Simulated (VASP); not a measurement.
# CuI (F-43m) in VASP: settings compared, part 2 of 2

VASP 6.6.1.

**3. Band structure, r2SCAN, non-collinear spin, zero start, spin-orbit coupling**

File INCAR:

```
SYSTEM = CuI
ALGO = Normal
EDIFF = 1E-6
EFERMI = MIDGAP
ENCUT = 590
GGA_COMPAT = .False.
ISMEAR = 0
KPAR = 2
LASPH = .True.
LCHARG = .False.
LMAXMIX = 4
LMIXTAU = .True.
LORBIT = 11
LREAL = .False.
LSORBIT = .True.
LWAVE = .False.
MAGMOM = 0 0 0 0 0 0
METAGGA = R2SCAN
NBANDS = 62
NELM = 200
PREC = Accurate
SIGMA = 0.03
```

File KPOINTS:

```
Automatic mesh
0
Gamma
  10 10 10
  0 0 0
```

File KPOINTS_OPT:

```
path GXWKGLUWLK,UX
32
line-mode
reciprocal
 0.0000000000  0.0000000000  0.0000000000  G
 0.5000000000  0.0000000000  0.5000000000  X

 0.5000000000  0.0000000000  0.5000000000  X
 0.5000000000  0.2500000000  0.7500000000  W

 0.5000000000  0.2500000000  0.7500000000  W
 0.3750000000  0.3750000000  0.7500000000  K

 0.3750000000  0.3750000000  0.7500000000  K
 0.0000000000  0.0000000000  0.0000000000  G

 0.0000000000  0.0000000000  0.0000000000  G
 0.5000000000  0.5000000000  0.5000000000  L

 0.5000000000  0.5000000000  0.5000000000  L
 0.6250000000  0.2500000000  0.6250000000  U

 0.6250000000  0.2500000000  0.6250000000  U
 0.5000000000  0.2500000000  0.7500000000  W

 0.5000000000  0.2500000000  0.7500000000  W
 0.5000000000  0.5000000000  0.5000000000  L

 0.5000000000  0.5000000000  0.5000000000  L
 0.3750000000  0.3750000000  0.7500000000  K

 0.6250000000  0.2500000000  0.6250000000  U
 0.5000000000  0.0000000000  0.5000000000  X
```

File POSCAR:

```
CuI
1.0
    0.0000000000      3.0315000000      3.0315000000
    3.0315000000      0.0000000000      3.0315000000
    3.0315000000      3.0315000000      0.0000000000
I Cu
1 1
Direct
    0.0000000000      0.0000000000      0.0000000000
    0.7500000000      0.7500000000      0.7500000000
```

Potentials or basis: VASP PAW PBE potentials, release 64 (I, Cu).

The run is started by

```bash
cat potpaw_PBE.64/I/POTCAR potpaw_PBE.64/Cu/POTCAR > POTCAR
mpirun -np 2 vasp_ncl > vasp.out
```

OUTCAR:

```text
SYSTEM = CuI
   EDIFF = 1E-6
   EFERMI = MIDGAP
   ENCUT = 590
   ISMEAR = 0
   LASPH = .True.
   LORBIT = 11
   LREAL = .False.
   LSORBIT = .True.
   METAGGA = R2SCAN
   NELM = 200
   PREC = Accurate

 ion  position               nearest neighbor table
   1  0.000  0.000  0.000-   2 2.63   2 2.63   2 2.63   2 2.63
   2  0.750  0.750  0.750-   1 2.63   1 2.63   1 2.63   1 2.63

  LATTYP: Found a face centered cubic cell.
 ALAT       =     6.0630000000

  Lattice vectors:

 A1 = (   0.0000000000,   3.0315000000,   3.0315000000)
 A2 = (   3.0315000000,   0.0000000000,   3.0315000000)
 A3 = (   3.0315000000,   3.0315000000,   0.0000000000)

Analysis of symmetry for initial positions (statically):
=====================================================================
 Subroutine PRICEL returns:
 Original cell was already a primitive cell.

 Routine SETGRP: Setting up the symmetry group for a
 face centered cubic supercell.

 Subroutine GETGRP returns: Found 24 space group operations
 (whereof 24 operations were pure point group operations)
 out of a pool of 48 trial point group operations.

The static configuration has the point symmetry T_d .

Analysis of symmetry for dynamics (positions and initial velocities):
=====================================================================
 Subroutine PRICEL returns:
 Original cell was already a primitive cell.

 Routine SETGRP: Setting up the symmetry group for a
 face centered cubic supercell.

 Subroutine GETGRP returns: Found 24 space group operations
 (whereof 24 operations were pure point group operations)
 out of a pool of 48 trial point group operations.

The dynamic configuration has the point symmetry T_d .

Analysis of structural, dynamic, and magnetic symmetry:
=====================================================================
 Subroutine PRICEL returns:
 Original cell was already a primitive cell.

 Routine SETGRP: Setting up the symmetry group for a
 face centered cubic supercell.

 Subroutine GETGRP returns: Found 24 space group operations
 (whereof 24 operations were pure point group operations)
 out of a pool of 48 trial point group operations.

The overall configuration has the point symmetry T_d .

 Subroutine INISYM returns: Found 24 space group operations
 (whereof 24 operations are pure point group operations),
 and found     1 'primitive' translations

----------------------------------------------------------------------------------------

                                     Primitive cell

  volume of cell :      55.7189

  direct lattice vectors                    reciprocal lattice vectors
     0.000000000  3.031500000  3.031500000    -0.164934851  0.164934851  0.164934851
     3.031500000  0.000000000  3.031500000     0.164934851 -0.164934851  0.164934851
     3.031500000  3.031500000  0.000000000     0.164934851  0.164934851 -0.164934851

  length of vectors
     4.287188414  4.287188414  4.287188414     0.285675541  0.285675541  0.285675541

  position of ions in fractional coordinates (direct lattice)
     0.000000000  0.000000000  0.000000000
     0.750000000  0.750000000  0.750000000
[... 136 lines left out ...]

 E-fermi :   5.1383     XC(G=0):  -9.4502

 val. band max:        4.4035682072   @ k =   0.0000   0.0000   0.0000
 cond. band min:       5.8729864836   @ k =   0.0000   0.0000   0.0000
 fundamental gap:      1.4694182764
 Fermi energy:         5.1382773454

 k-point     1 :       0.0000    0.0000    0.0000
  band No.  band energies     occupation
      1     -10.2600      1.00000
      2     -10.2600      1.00000
      3       0.0430      1.00000
      4       0.0430      1.00000
      5       0.6169      1.00000
      6       0.6169      1.00000
[... 781 lines left out ...]
     29      13.7771      0.00000
     30      13.7976      0.00000

 [... further k-points ...]

 [bands above 30 left out]

------------------------ aborting loop because EDIFF is reached ----------------------------------------

  FORCE on cell =-STRESS in cart. coord.  units (eV):
  Direction    XX          YY          ZZ          XY          YZ          ZX
  --------------------------------------------------------------------------------------
  -------------------------------------------------------------------------------------
  Total       -0.2855374     -0.2855374     -0.2855374      0.0000000      0.0000000     -0.0000000
  in kB       -8.2105245     -8.2105245     -8.2105245      0.0000000      0.0000000     -0.0000000
  external PRESSURE =      -8.2105245 kB  Pullay stress =       0.0000000 kB

 VOLUME and BASIS-vectors are now :
 -----------------------------------------------------------------------------
  energy-cutoff  :      590.00
  volume of cell :       55.72
      direct lattice vectors                 reciprocal lattice vectors
     0.000000000  3.031500000  3.031500000    -0.164934851  0.164934851  0.164934851
     3.031500000  0.000000000  3.031500000     0.164934851 -0.164934851  0.164934851
     3.031500000  3.031500000  0.000000000     0.164934851  0.164934851 -0.164934851

 POSITION                                       TOTAL-FORCE (eV/Angst)
 -----------------------------------------------------------------------------------
      0.00000      0.00000      0.00000        -0.000000     -0.000000     -0.000000
      4.54725      4.54725      4.54725         0.000000      0.000000      0.000000
 -----------------------------------------------------------------------------------
    total drift:                                0.000000      0.000000      0.000000

  FREE ENERGIE OF THE ION-ELECTRON SYSTEM (eV)
  ---------------------------------------------------
  free  energy   TOTEN  =       -35.9150951102 eV

  energy  without entropy=      -35.9150951102  energy(sigma->0) =      -35.91509511

 Spin-Orbit-Coupling matrix elements

 Ion:    1  E_soc:     -0.2350170
 l=   1
     0.0000000    -0.0390314    -0.0390314
    -0.0390314     0.0000000    -0.0390314
    -0.0390314    -0.0390314     0.0000000
 l=   2
     0.0000000    -0.0000468     0.0000000    -0.0000468    -0.0000913
    -0.0000468     0.0000000    -0.0000684    -0.0000468    -0.0000228
     0.0000000    -0.0000684     0.0000000    -0.0000684     0.0000000
    -0.0000468    -0.0000468    -0.0000684     0.0000000    -0.0000228
    -0.0000913    -0.0000228     0.0000000    -0.0000228     0.0000000
 l=   3
     0.0000000     0.0000000     0.0000000     0.0000000     0.0000000     0.0000000     0.0000000
     0.0000000     0.0000000     0.0000000     0.0000000     0.0000000     0.0000000     0.0000000
     0.0000000     0.0000000     0.0000000     0.0000000     0.0000000     0.0000000     0.0000000
     0.0000000     0.0000000     0.0000000     0.0000000     0.0000000     0.0000000     0.0000000
     0.0000000     0.0000000     0.0000000     0.0000000     0.0000000     0.0000000     0.0000000
     0.0000000     0.0000000     0.0000000     0.0000000     0.0000000     0.0000000     0.0000000
     0.0000000     0.0000000     0.0000000     0.0000000     0.0000000     0.0000000     0.0000000

 Ion:    2  E_soc:     -0.0096041
 l=   1
     0.0000000    -0.0003443    -0.0003443
    -0.0003443     0.0000000    -0.0003443
    -0.0003443    -0.0003443     0.0000000
 l=   2
     0.0000000    -0.0002595     0.0000000    -0.0002595    -0.0009968
    -0.0002595     0.0000000    -0.0007476    -0.0002595    -0.0002492
     0.0000000    -0.0007476     0.0000000    -0.0007476     0.0000000
    -0.0002595    -0.0002595    -0.0007476     0.0000000    -0.0002492
    -0.0009968    -0.0002492     0.0000000    -0.0002492     0.0000000
 l=   3
     0.0000000     0.0000000     0.0000000     0.0000000     0.0000000     0.0000000     0.0000000
     0.0000000     0.0000000     0.0000000     0.0000000     0.0000000     0.0000000     0.0000000
     0.0000000     0.0000000     0.0000000     0.0000000     0.0000000     0.0000000     0.0000000
     0.0000000     0.0000000     0.0000000     0.0000000     0.0000000     0.0000000     0.0000000
     0.0000000     0.0000000     0.0000000     0.0000000     0.0000000     0.0000000     0.0000000
     0.0000000     0.0000000     0.0000000     0.0000000     0.0000000     0.0000000     0.0000000
     0.0000000     0.0000000     0.0000000     0.0000000     0.0000000     0.0000000     0.0000000

 total charge

# of ion       s       p       d       tot
------------------------------------------
    1        1.492   2.811   0.053   4.356
    2        0.318   0.266   9.364   9.949
--------------------------------------------------
tot          1.810   3.077   9.417  14.304

 magnetization (x)

# of ion       s       p       d       tot
------------------------------------------
    1       -0.000  -0.000   0.000  -0.000
    2        0.000   0.000   0.000   0.000
--------------------------------------------------
tot          0.000   0.000   0.000   0.000

 magnetization (y)

# of ion       s       p       d       tot
------------------------------------------
    1        0.000  -0.000   0.000  -0.000
    2       -0.000   0.000   0.000   0.000
--------------------------------------------------
tot         -0.000   0.000   0.000  -0.000

 magnetization (z)

# of ion       s       p       d       tot
------------------------------------------
    1        0.000  -0.000  -0.000  -0.000
    2       -0.000   0.000   0.000   0.000
--------------------------------------------------
tot         -0.000   0.000   0.000  -0.000
```

Run time: 47 min. Hardware: 2 MPI ranks of Intel Xeon 6975P-C (Granite Rapids), shared host; peak memory 0.94 GiB.

What came out:

- Free energy: -35.9151 eV
- Pressure: -0.8 GPa
- Net moment: 0.00 μB per cell
- Valence electrons inside the program's atomic spheres: I 4.36; Cu 9.95

Moments on the atoms (μB; x, y, z):
```
I   0.00 0.00 0.00
Cu  0.00 0.00 0.00
```

Caveat: the PAW data sets were made with another functional, which shifts forces and pressure a little.

**4. Elastic constants, PBEsol**

File INCAR:

```
ALGO = Normal
EDIFF = 1E-8
ENCUT = 600
GGA = PS
IBRION = 6
ISIF = 3
ISMEAR = -1
LASPH = True
LCHARG = False
LREAL = False
LWAVE = False
NELM = 100
NFREE = 2
NSW = 1
POTIM = 0.015
PREC = Accurate
SIGMA = 0.05
```

File KPOINTS:

```
k-points
0
Gamma
  6 6 6
```

POSCAR is that of step 3.

The run is started by

```bash
cat potpaw_PBE.64/I/POTCAR potpaw_PBE.64/Cu/POTCAR > POTCAR
mpirun -np 1 vasp_std > vasp.out
```

Run time: 25 min. Hardware: 1 thread of Intel Xeon 8259CL, shared host; peak memory 0.26 GiB.

It converged, with:

```
Elastic constants C11, C12, C44                         : 51, 32, 23 GPa
Voigt bulk modulus                                      : 38 GPa
Highest phonon frequency at Γ, LO-TO splitting left out : 121 cm⁻¹
```

Phonon frequencies in cm⁻¹ (negative: imaginary):
| q point | frequencies |
| --- | --- |
| (0.000, 0.000, 0.000) | 0 0 0 121 121 121 |

Elastic tensor in Voigt notation (GPa, in the Cartesian axes of the cell as first typed):
```
51 32 32  0  0  0
32 51 32  0  0  0
32 32 51  0  0  0
 0  0  0 23  0  0
 0  0  0  0 23  0
 0  0  0  0  0 23
```

Clamped-ion elastic tensor (GPa):
```
51 32 32  0  0  0
32 51 32  0  0  0
32 32 51  0  0  0
 0  0  0 32  0  0
 0  0  0  0 32  0
 0  0  0  0  0 32
```

Caveat: the cell is under stress, which shifts elastic constants; the PAW data sets were made with another functional, which shifts forces and pressure a little; spin-orbit coupling is left out, which moves the levels of the heavy elements.

**5. Dielectric tensor, PBE+U**

File INCAR:

```
  PREC = Accurate
  ENCUT = 520
  EDIFF = 1E-8
  ISMEAR = 0
  SIGMA = 0.01
  LREAL = False
  LASPH = True
  NELM = 150
  ALGO = Normal
  ISIF = 2
  LWAVE = False
  LCHARG = False
  LMAXMIX = 4
  LDAU = True
  LDAUTYPE = 2
  LDAUL = -1 2
  LDAUU = 0 6.2
  LDAUJ = 0 0
  LDAUPRINT = 1
  GGA = PE
  LEPSILON = True
```

File KPOINTS:

```
Automatic mesh
0
Gamma
  8 8 8
```

POSCAR is that of step 4.

Potentials or basis: VASP PAW PBE potentials, release 64 (I, Cu).

The run is started by

```bash
cat potpaw_PBE.64/I/POTCAR potpaw_PBE.64/Cu/POTCAR > POTCAR
mpirun -np 1 vasp_std > vasp.out
```

OUTCAR:

```text
PREC = Accurate
   ENCUT = 520
   EDIFF = 1E-8
   ISMEAR = 0
   LREAL = False
   LASPH = True
   NELM = 150
   ISIF = 2
   GGA = PE
   LEPSILON = True

 ion  position               nearest neighbor table
   1  0.000  0.000  0.000-   2 2.63   2 2.63   2 2.63   2 2.63
   2  0.750  0.750  0.750-   1 2.63   1 2.63   1 2.63   1 2.63

  LATTYP: Found a face centered cubic cell.
 ALAT       =     6.0630000000

  Lattice vectors:

 A1 = (   0.0000000000,   3.0315000000,   3.0315000000)
 A2 = (   3.0315000000,   0.0000000000,   3.0315000000)
 A3 = (   3.0315000000,   3.0315000000,   0.0000000000)

Analysis of symmetry for initial positions (statically):
=====================================================================
 Subroutine PRICEL returns:
 Original cell was already a primitive cell.

 Routine SETGRP: Setting up the symmetry group for a
 face centered cubic supercell.

 Subroutine GETGRP returns: Found 24 space group operations
 (whereof 24 operations were pure point group operations)
 out of a pool of 48 trial point group operations.

The static configuration has the point symmetry T_d .

Analysis of symmetry for dynamics (positions and initial velocities):
[... 637 lines left out ...]
  ---------------------------------------------------
  free energy    TOTEN  =        -0.72174729 eV

  energy without entropy =       -0.72174729

------------------------ aborting loop because EDIFF is reached ----------------------------------------

 PIEZOELECTRIC TENSOR FIELD DIRECTION 3  (e Angst)
 -----------------------------------------------------------------------------
    -0.00210 -1.04270  0.00000           ( -0.00000  0.07811  0.00000)
    -1.04270 -0.00210  0.00000           (  0.07811 -0.00000  0.00000)
     0.00000  0.00000  0.00013           (  0.00000  0.00000 -0.00001)

 PIEZOELECTRIC TENSOR FIELD DIRECTION 3  (C/m^2)
 -----------------------------------------------------------------------------
    -0.00060 -0.29982  0.00000
    -0.29982 -0.00060  0.00000
     0.00000  0.00000  0.00004

 MACROSCOPIC STATIC DIELECTRIC TENSOR (including local field effects in DFT)
 ------------------------------------------------------
           5.314379     0.000000    -0.000000
           0.000000     5.314379     0.000000
           0.000000     0.000000     5.314379
 ------------------------------------------------------

 PIEZOELECTRIC TENSOR (including local field effects)  for field in x, y, z        (e  Angst)
          XX          YY          ZZ          XY          YZ          ZX
  --------------------------------------------------------------------------------
  x     0.00000    -0.00000     0.00000    -0.00000    -1.06866     0.00000
  y     0.00000     0.00000     0.00000     0.00000    -0.00000    -1.06866
  z    -0.00000    -0.00000     0.00000    -1.06866     0.00000    -0.00000

 PIEZOELECTRIC TENSOR (including local field effects)  for field in x, y, z        (C/m^2)
          XX          YY          ZZ          XY          YZ          ZX
  --------------------------------------------------------------------------------
  x     0.00000    -0.00000     0.00000    -0.00000    -0.30729     0.00000
  y     0.00000     0.00000     0.00000     0.00000    -0.00000    -0.30729
  z    -0.00000    -0.00000     0.00000    -0.30729     0.00000    -0.00000

 BORN EFFECTIVE CHARGES (including local field effects) (in |e|, cummulative output)
 ---------------------------------------------------------------------------------
 ion    1
    1    -1.08820     0.00000     0.00000
    2     0.00000    -1.08820    -0.00000
    3    -0.00000     0.00000    -1.08820
 ion    2
    1     1.08820     0.00000    -0.00000
    2    -0.00000     1.08820     0.00000
    3     0.00000    -0.00000     1.08820
```

OSZICAR:

```text
N       E                     dE             d eps       ncg     rms          rms(c)
DAV:   1     0.100335006224E+03    0.10034E+03   -0.77686E+03   754   0.147E+03
DAV:   2     0.372513422288E+01   -0.96610E+02   -0.92561E+02   759   0.271E+02
DAV:   3    -0.375045409517E+01   -0.74756E+01   -0.73873E+01  1022   0.833E+01
[... 11 lines left out ...]
RMM:   8    -0.721763880983E+00   -0.47638E-03    0.22777E-06  3840   0.310E-02    0.663E-03
RMM:   9    -0.721790041503E+00   -0.26161E-04   -0.65584E-06  4093   0.152E-02    0.222E-03
RMM:  10    -0.721741834886E+00    0.48207E-04   -0.13799E-06  4258   0.532E-03    0.105E-03
RMM:  11    -0.721742738223E+00   -0.90334E-06   -0.55706E-07  4282   0.173E-03    0.177E-04
RMM:  12    -0.721746089951E+00   -0.33517E-05    0.58045E-08  4403   0.603E-04    0.834E-05
RMM:  13    -0.721746929620E+00   -0.83967E-06   -0.44704E-08  4206   0.229E-04    0.849E-05
RMM:  14    -0.721747292678E+00   -0.36306E-06    0.83170E-09  3355   0.120E-04    0.559E-06
```

It took 5.2 min on 1 thread of Intel Xeon Platinum 8259CL at 2.50GHz (Skylake/Cascade Lake), shared host; peak memory 0.34 GiB.

What came out:

- Band gap on the k mesh: 2.08 eV
- Electronic dielectric tensor (diagonal): 5.31
- Born charges (mean of the diagonal): I -1.09; Cu +1.09 e

Electronic dielectric tensor:
```
5.31 0.00 0.00
0.00 5.31 0.00
0.00 0.00 5.31
```

Born effective charge tensors (e):
atom 1, I
```
-1.09  0.00  0.00
 0.00 -1.09  0.00
 0.00  0.00 -1.09
```
atom 2, Cu
```
1.09 0.00 0.00
0.00 1.09 0.00
0.00 0.00 1.09
```

Eigenvalues of the final occupation matrices:
| site | spin | trace | eigenvalues |
| --- | --- | --- | --- |
| site 2 d | 1 | 4.77 | 0.95 0.95 0.96 0.96 0.96 |
| site 2 d | 2 | 4.77 | 0.95 0.95 0.96 0.96 0.96 |

Caveat: spin-orbit coupling is left out, which moves the levels of the heavy elements.

**6. The runs side by side**

| task | level | spin | U | k mesh | cutoff (eV) | smearing | tolerance level | purpose | route | dipole correction | ions in elastic constants | pressure (GPa) | moment (μB) |
| --- | --- | --- | --- | --- | --- | --- | --- | --- | --- | --- | --- | --- | --- |
| band structure | r2SCAN | non-collinear, zero start, SOC | - | 5 × 5 × 5 | 340 | gaussian 0.03 eV | standard | bands | KPOINTS_OPT | - | - | -0.4 | 0.00 |
| band structure | r2SCAN | non-collinear, zero start, SOC | - | 10 × 10 × 10 | 590 | gaussian 0.03 eV | standard | bands | KPOINTS_OPT | - | - | -0.8 | 0.00 |
| elastic constants | PBEsol | off | - | 6 × 6 × 6 | 600 | fermi-dirac 0.05 eV | - | - | - | no | relaxed | - | - |
| dielectric tensor | PBE+U | off | Cu d U = 6.2 eV | 8 × 8 × 8 | 520 | gaussian 0.01 eV | - | - | - | no | - | - | - |

Alike in all rows: potentials or basis VASP PAW PBE potentials, release 64 (I, Cu); cell as given.

Caveats: the PAW data sets were made with another functional, which shifts forces and pressure a little (at least some runs); spin-orbit coupling is left out, which moves the levels of the heavy elements (at least some runs); the cutoff is under 1.25 times the usual one of these potentials, so pressure, stress and relaxed cells hold a basis-set (Pulay) error (at least some runs); the cell is under stress, which shifts elastic constants (at least some runs).

Total energies depend on the potentials used, so only differences within one code and one set of settings carry meaning.
